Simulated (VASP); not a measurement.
Runs of VASP 6.6.1 on Pd. The structure is that of space group Fm-3m (No. 225), or close to it. The cells are those of the table. 

| cell | gap on the mesh (eV) | pressure (GPa) |
| --- | --- | --- |
| a = 2.788 Å, angles 60.0°, 1 atom | none | -0.1 |
| a = 2.806 Å, angles 60.0°, 1 atom | none | (b) |
| a = 2.769 Å, angles 60.0°, 1 atom | none | 3.5 |
| a = 2.824 Å, angles 60.0°, 1 atom | none | -6.0 |
| a = 2.842 Å, angles 60.0°, 1 atom | none | (a) |

Alike in all rows: task single point; level PBE; potentials or basis VASP PAW PBE potentials, release 64 (Pd); no spin polarisation; k mesh 24 × 24 × 24; cutoff (eV) 520; smearing fermi-dirac 0.0612256 eV.

Fill in the values left out.

(a) -8.4; (b) -3.2.

Caveats: the cell stands under tension (at least some runs); the cell stands under pressure (at least some runs).

A k mesh can miss the band edges, and the runs leave out spin-orbit coupling on Pd.

A gap of «none» marks levels without a gap at the run's occupations.
